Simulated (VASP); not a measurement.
# Ba in VASP: single point with PBE

Aim: the single point of Ba with PBE.

Everything below comes from runs of VASP 6.6.1. Logs are shortened: lines on timing, memory, paths and dates and some standing lists are left out, and cuts for length are marked.

## 1. The cell of the first run

The cell holds a sheet with vacuum, 1 atom: a = 3.250 Å, b = 3.754 Å, c = 14.000 Å, α = 90.00°, β = 90.00°, γ = 90.00°.

## 2. Single point, PBE

INCAR reads:

```
PREC = Accurate
ENCUT = 520
EDIFF = 1E-7
ISMEAR = 0
SIGMA = 0.1
LREAL = F
LASPH = T
NELM = 100
ALGO = Normal
ISIF = 2
LWAVE = F
LCHARG = T
LDIPOL = T
IDIPOL = 3
DIPOL = 0.5 0.5 0.500
GGA = PE
LELF = T
LVHAR = T
LVACPOTAV = T
NBANDS = 11
```

KPOINTS reads:

```
Automatic mesh
0
Gamma
  6 4 1
```

POSCAR reads:

```
Ba
1.0
    3.2499840000      0.0000000000      0.0000000000
    0.0000000000      3.7544220000      0.0000000000
    0.0000000000      0.0000000000     14.0000000000
Ba
1
Direct
    0.0000000000      0.0000000000      0.5000000000
```

Potentials or basis: VASP PAW PBE potentials, release 64 (Ba_sv).

Launch:

```sh
$ cat potpaw_PBE.64/Ba_sv/POTCAR > POTCAR
$ mpirun -np 1 vasp_std > vasp.out
```

OUTCAR:

```text
PREC = Accurate
   ENCUT = 520
   EDIFF = 1E-7
   ISMEAR = 0
   LREAL = F
   LASPH = T
   NELM = 100
   ISIF = 2
   GGA = PE

 ion  position               nearest neighbor table
   1  0.000  0.000  0.500-

  LATTYP: Found a simple orthorhombic cell.
 ALAT       =     3.2499840000
 B/A-ratio  =     1.1552124564
 C/A-ratio  =     4.3077135149

  Lattice vectors:

 A1 = (   3.2499840000,   0.0000000000,   0.0000000000)
 A2 = (   0.0000000000,   3.7544220000,   0.0000000000)
 A3 = (   0.0000000000,   0.0000000000,  14.0000000000)

Analysis of symmetry for initial positions (statically):
=====================================================================
 Subroutine PRICEL returns:
 Original cell was already a primitive cell.

 Routine SETGRP: Setting up the symmetry group for a
 simple orthorhombic supercell.

 Subroutine GETGRP returns: Found  8 space group operations
 (whereof  8 operations were pure point group operations)
 out of a pool of  8 trial point group operations.

The static configuration has the point symmetry D_2h.

Analysis of symmetry for dynamics (positions and initial velocities):
=====================================================================
 Subroutine PRICEL returns:
 Original cell was already a primitive cell.

 Routine SETGRP: Setting up the symmetry group for a
 simple orthorhombic supercell.

 Subroutine GETGRP returns: Found  8 space group operations
 (whereof  8 operations were pure point group operations)
 out of a pool of  8 trial point group operations.

The dynamic configuration has the point symmetry D_2h.

 Subroutine INISYM returns: Found  8 space group operations
 (whereof  8 operations are pure point group operations),
 and found     1 'primitive' translations

----------------------------------------------------------------------------------------

                                     Primitive cell

  volume of cell :     170.8254

  direct lattice vectors                    reciprocal lattice vectors
     3.249984000  0.000000000  0.000000000     0.307693822  0.000000000  0.000000000
     0.000000000  3.754422000  0.000000000     0.000000000  0.266352584  0.000000000
     0.000000000  0.000000000 14.000000000     0.000000000  0.000000000  0.071428571

  length of vectors
     3.249984000  3.754422000 14.000000000     0.307693822  0.266352584  0.071428571

  position of ions in fractional coordinates (direct lattice)
     0.000000000  0.000000000  0.500000000

  ion indices of the primitive-cell ions
   primitive index   ion index
                 1           1

----------------------------------------------------------------------------------------

 KPOINTS: Automatic mesh

Automatic generation of k-mesh.
 Grid dimensions read from file:
 generate k-points for:    6    4    1

 Generating k-lattice:

  Cartesian coordinates                     Fractional coordinates (reciprocal lattice)
     0.051282304  0.000000000  0.000000000     0.166666667  0.000000000  0.000000000
     0.000000000  0.066588146  0.000000000     0.000000000  0.250000000  0.000000000
     0.000000000  0.000000000  0.071428571     0.000000000  0.000000000  1.000000000

  Length of vectors
     0.051282304  0.066588146  0.071428571

  Shift w.r.t. Gamma in fractional coordinates (k-lattice)
     0.000000000  0.000000000  0.000000000

 Subroutine IBZKPT returns following result:
 ===========================================

 Found     12 irreducible k-points:

 Following reciprocal coordinates:
            Coordinates               Weight
  0.000000  0.000000  0.000000      1.000000
  0.166667  0.000000  0.000000      2.000000
  0.333333  0.000000  0.000000      2.000000
  0.500000  0.000000  0.000000      1.000000
  0.000000  0.250000  0.000000      2.000000
  0.166667  0.250000  0.000000      4.000000
  0.333333  0.250000  0.000000      4.000000
  0.500000  0.250000  0.000000      2.000000
  0.000000  0.500000  0.000000      1.000000
  0.166667  0.500000  0.000000      2.000000
  0.333333  0.500000  0.000000      2.000000
  0.500000  0.500000  0.000000      1.000000
   k-points           NKPTS =     12   k-points in BZ     NKDIM =     12   number of bands    NBANDS=     11
   number of dos      NEDOS =    301   number of ions     NIONS =      1
   total plane-waves  NPLWV =  72576
   dimension x,y,z NGX =    24 NGY =   28 NGZ =  108
   dimension x,y,z NGXF=    48 NGYF=   56 NGZF=  216
   ions per type =               1
   NGX,Y,Z   is equivalent  to a cutoff of  12.28, 12.40, 12.82 a.u.
   NGXF,Y,Z  is equivalent  to a cutoff of  24.55, 24.80, 25.65 a.u.
 SYSTEM =  unknown system
   PREC   = accura    normal or accurate (medium, high low for compatibility)
   ISTART =      0    job   : 0-new  1-cont  2-samecut
   ICHARG =      2    charge: 1-file 2-atom 10-const
   ISPIN  =      1    spin polarized calculation?
   LNONCOLLINEAR =      F non collinear calculations
   LSORBIT =      F    spin-orbit coupling
   LASPH  =      T    aspherical Exc in radial PAW
   ENCUT  =  520.0 eV  38.22 Ry    6.18 a.u.   6.04  6.98 26.03*2*pi/ulx,y,z
   NELM   =    100;   NELMIN=  2; NELMDL= -5     # of ELM steps
   EDIFF  = 0.1E-06   stopping-criterion for ELM
   LREAL  =      F    real-space projection
   EDIFFG = 0.1E-05   stopping-criterion for IOM
   NSW    =      0    number of steps for IOM
   IBRION =     -1    ionic relax: 0-MD 1-quasi-New 2-CG
   NFREE  =      0    steps in history (QN), initial steepest desc. (CG)
   ISIF   =      2    stress and relaxation
   ISYM   =      2    0-nonsym 1-usesym 2-fastsym
   POTIM  = 0.5000    time-step for ionic-motion
   TEBEG  =    0.0;   TEEND  =   0.0 temperature during run
   PSTRESS=    0.0 pullay stress
   NELECT =      10.0000    total number of electrons
   NUPDOWN=      -1.0000    fix difference up-down
   EMIN   =  10.00;   EMAX   =-10.00  energy-range for DOS
   EFERMI =   0.00;   METHOD = LEGACY
   ISMEAR =     0;   SIGMA  =   0.10  broadening in eV -4-tet -1-fermi 0-gaus
   EFERMI_NEDOS =   21; number of points for ismear=-14 and -15
   IALGO  =     38    algorithm
   IMIX   =      4    mixing-type and parameters
     AMIX     =   0.40;   BMIX     =  1.00
     AMIX_MAG =   1.60;   BMIX_MAG =  1.00
  volume/ion in A,a.u.               =     170.83      1152.79
  Fermi-wavevector in a.u.,A,eV,Ry     =   0.635659  1.201221  5.497598  0.404062
  Thomas-Fermi vector in A             =   1.700067
   LORBIT       =      0    0 simple, 1 ext, 2 COOP (PROOUT), +10 PAW based schemes
   GGA     = PE    functional components
   LHFCALC =     F    Hartree Fock is set to
   AEXX    =    0.0000 exact exchange contribution
   IVDW    =     0    specifies the selected vdW correction
   LEPSILON=     F    determine dielectric tensor
   LRPA    =     F    only Hartree local field effects (RPA)
 non-spin polarized calculation
 Gauss-broadening in eV      SIGMA  =   0.10
  energy-cutoff  :      520.00
  volume of cell :      170.83
 maximum number of plane-waves:      4632
   NGX = 13   NGY = 13   NGZ = 53

 dipolmoment           0.000000      0.000000     -0.000000 electrons x Angstroem

 number of electron      10.0000000 magnetization

 dipolmoment           0.000000      0.000000      0.000000 electrons x Angstroem

 Free energy of the ion-electron system (eV)
  ---------------------------------------------------
  ext. energy  EPLUGINS =         0.00000000
  ---------------------------------------------------
  free energy    TOTEN  =        -0.62150480 eV

  energy without entropy =       -0.59969090  energy(sigma->0) =       -0.61059785

 E-fermi :  -1.1636     XC(G=0):  -3.3737

 val. band max:       -1.2907982255   @ k =   0.1667   0.2500   0.0000
 cond. band min:      -1.1506483232   @ k =   0.1667   0.5000   0.0000
 fundamental gap:      0.1401499023
 Fermi energy:        -1.1636463896

 k-point     1 :       0.0000    0.0000    0.0000
  band No.  band energies     occupation
      1     -30.3456      2.00000
      2     -15.6419      2.00000
      3     -14.8864      2.00000
      4     -14.0025      2.00000
      5      -2.9398      2.00000
      6      -1.3117      1.96369
      7      -0.9396      0.00153
      8      -0.4894      0.00000
      9       1.3699      0.00000
     10       2.5865      0.00000
     11       2.5940      0.00000

 k-point     2 :       0.1667    0.0000    0.0000
  band No.  band energies     occupation
      1     -30.2424      2.00000
      2     -15.5373      2.00000
      3     -14.8618      2.00000
      4     -14.7977      2.00000
      5      -2.4103      2.00000
      6      -0.6631      0.00000
      7      -0.4577      0.00000
      8       0.2205      0.00000
      9       1.7525      0.00000
     10       2.1485      0.00000
     11       2.8255      0.00000

 k-point     3 :       0.3333    0.0000    0.0000
  band No.  band energies     occupation
      1     -30.0239      2.00000
      2     -16.2623      2.00000
      3     -15.3155      2.00000
      4     -14.6117      2.00000
      5      -1.3149      1.96752
      6      -1.1471      0.81452
      7       0.2147      0.00000
      8       1.8039      0.00000
      9       2.0830      0.00000
     10       2.4598      0.00000
     11       2.8727      0.00000

 k-point     4 :       0.5000    0.0000    0.0000
  band No.  band energies     occupation
      1     -29.9078      2.00000
      2     -16.8670      2.00000
      3     -15.1975      2.00000
      4     -14.5139      2.00000
      5      -1.7148      2.00000
      6      -0.3621      0.00000
      7       1.0236      0.00000
      8       1.2072      0.00000
      9       1.4336      0.00000
     10       3.1228      0.00000
     11       3.7533      0.00000

 k-point     5 :       0.0000    0.2500    0.0000
  band No.  band energies     occupation
      1     -30.2938      2.00000
      2     -15.5715      2.00000
      3     -15.4669      2.00000
      4     -13.9598      2.00000
      5      -1.8650      2.00000
      6      -0.8427      0.00001
      7      -0.8400      0.00000
      8       0.1568      0.00000
      9       1.5102      0.00000
     10       1.9828      0.00000
     11       3.7344      0.00000

 k-point     6 :       0.1667    0.2500    0.0000
  band No.  band energies     occupation
      1     -30.1913      2.00000
      2     -15.4696      2.00000
      3     -15.3633      2.00000
      4     -14.8037      2.00000
      5      -1.2908      1.92785
      6      -0.6297      0.00000
      7       0.2397      0.00000
      8       0.5819      0.00000
      9       1.5422      0.00000
     10       2.3583      0.00000
     11       2.6063      0.00000

 k-point     7 :       0.3333    0.2500    0.0000
  band No.  band energies     occupation
      1     -29.9745      2.00000
      2     -16.1896      2.00000
      3     -15.2539      2.00000
      4     -15.1399      2.00000
      5      -1.1407      0.74607
      6      -0.7953      0.00000
      7       0.6252      0.00000
      8       1.0146      0.00000
      9       1.6697      0.00000
     10       3.1732      0.00000
     11       3.4195      0.00000

 k-point     8 :       0.5000    0.2500    0.0000
  band No.  band energies     occupation
      1     -29.8594      2.00000
      2     -16.7885      2.00000
      3     -15.1394      2.00000
      4     -15.0224      2.00000
      5      -1.5410      2.00000
      6      -1.3220      1.97487
      7       1.4442      0.00000
      8       1.4620      0.00000
      9       1.9230      0.00000
     10       3.2296      0.00000
     11       4.5706      0.00000

 k-point     9 :       0.0000    0.5000    0.0000
  band No.  band energies     occupation
      1     -30.2409      2.00000
      2     -15.9757      2.00000
      3     -15.4990      2.00000
      4     -13.9165      2.00000
      5      -1.4845      1.99999
      6      -1.0528      0.11692
      7       0.1999      0.00000
      8       0.7614      0.00000
      9       2.2846      0.00000
     10       3.5954      0.00000
     11       3.7693      0.00000

 k-point    10 :       0.1667    0.5000    0.0000
  band No.  band energies     occupation
      1     -30.1392      2.00000
      2     -15.8596      2.00000
      3     -15.3999      2.00000
      4     -14.7468      2.00000
      5      -1.1506      0.85415
      6      -0.1508      0.00000
      7       0.4054      0.00000
      8       0.8398      0.00000
      9       1.6520      0.00000
     10       2.7173      0.00000
     11       3.8169      0.00000

 k-point    11 :       0.3333    0.5000    0.0000
  band No.  band energies     occupation
      1     -29.9242      2.00000
      2     -16.1137      2.00000
      3     -15.6114      2.00000
      4     -15.1906      2.00000
      5      -1.9238      2.00000
      6      -0.2459      0.00000
      7      -0.0654      0.00000
      8       1.4571      0.00000
      9       3.4722      0.00000
     10       4.3151      0.00000
     11       4.5999      0.00000

 k-point    12 :       0.5000    0.5000    0.0000
  band No.  band energies     occupation
      1     -29.8101      2.00000
      2     -16.7072      2.00000
      3     -15.4781      2.00000
      4     -15.0798      2.00000
      5      -2.6663      2.00000
      6      -0.7965      0.00000
      7       0.4985      0.00000
      8       2.3143      0.00000
      9       3.9751      0.00000
     10       4.5370      0.00000
     11       4.6312      0.00000

------------------------ aborting loop because EDIFF is reached ----------------------------------------

  FORCE on cell =-STRESS in cart. coord.  units (eV):
  Direction    XX          YY          ZZ          XY          YZ          ZX
  --------------------------------------------------------------------------------------
  -------------------------------------------------------------------------------------
  Total        3.1439498      0.7732307     -0.0022276      0.0000000      0.0000000      0.0000000
  in kB       29.4872205      7.2521593     -0.0208926      0.0000000      0.0000000      0.0000000
  external PRESSURE =      12.2394957 kB  Pullay stress =       0.0000000 kB

 VOLUME and BASIS-vectors are now :
 -----------------------------------------------------------------------------
  energy-cutoff  :      520.00
  volume of cell :      170.83
      direct lattice vectors                 reciprocal lattice vectors
     3.249984000  0.000000000  0.000000000     0.307693822  0.000000000  0.000000000
     0.000000000  3.754422000  0.000000000     0.000000000  0.266352584  0.000000000
     0.000000000  0.000000000 14.000000000     0.000000000  0.000000000  0.071428571

 POSITION                                       TOTAL-FORCE (eV/Angst)
 -----------------------------------------------------------------------------------
      0.00000      0.00000      7.00000         0.000000      0.000000      0.000000
 -----------------------------------------------------------------------------------
    total drift:                                0.000000      0.000000      0.000000

  FREE ENERGIE OF THE ION-ELECTRON SYSTEM (eV)
  ---------------------------------------------------
  free  energy   TOTEN  =        -0.6215047991 eV

  energy  without entropy=       -0.5996908960  energy(sigma->0) =       -0.61059785

 vacuum level on the upper side and lower side of the slab         1.694         1.694
```

Wall time 27 s (1 thread of Intel Xeon Platinum 8375C at 2.90GHz (Ice Lake), shared host); peak memory 0.25 GiB.

What came out:

```
Free energy            : -0.6215 eV
Band gap on the k mesh : zero (band 5 reaches -1.14 eV, above the bottom of band 6 at -1.32 eV)
```

Levels at points of the mesh, in eV from the Fermi level:
| k point | band 1 | band 2 | band 3 | band 4 | band 5 | band 6 | band 7 | band 8 | band 9 | band 10 |
| --- | --- | --- | --- | --- | --- | --- | --- | --- | --- | --- |
| (0.00, 0.00, 0.00) | -29.18 | -14.48 | -13.72 | -12.84 | -1.78 | -0.15 | 0.22 | 0.67 | 2.53 | 3.75 |
| (0.50, 0.00, 0.00) | -28.74 | -15.70 | -14.03 | -13.35 | -0.55 | 0.80 | 2.19 | 2.37 | 2.60 | 4.29 |
| (0.00, 0.50, 0.00) | -29.08 | -14.81 | -14.34 | -12.75 | -0.32 | 0.11 | 1.36 | 1.93 | 3.45 | 4.76 |
| (0.50, 0.50, 0.00) | -28.65 | -15.54 | -14.31 | -13.92 | -1.50 | 0.37 | 1.66 | 3.48 | 5.14 | 5.70 |

Caveat: the k points lie up to 0.42 Å⁻¹ apart; spin-orbit coupling is left out, which moves the levels of the heavy elements.
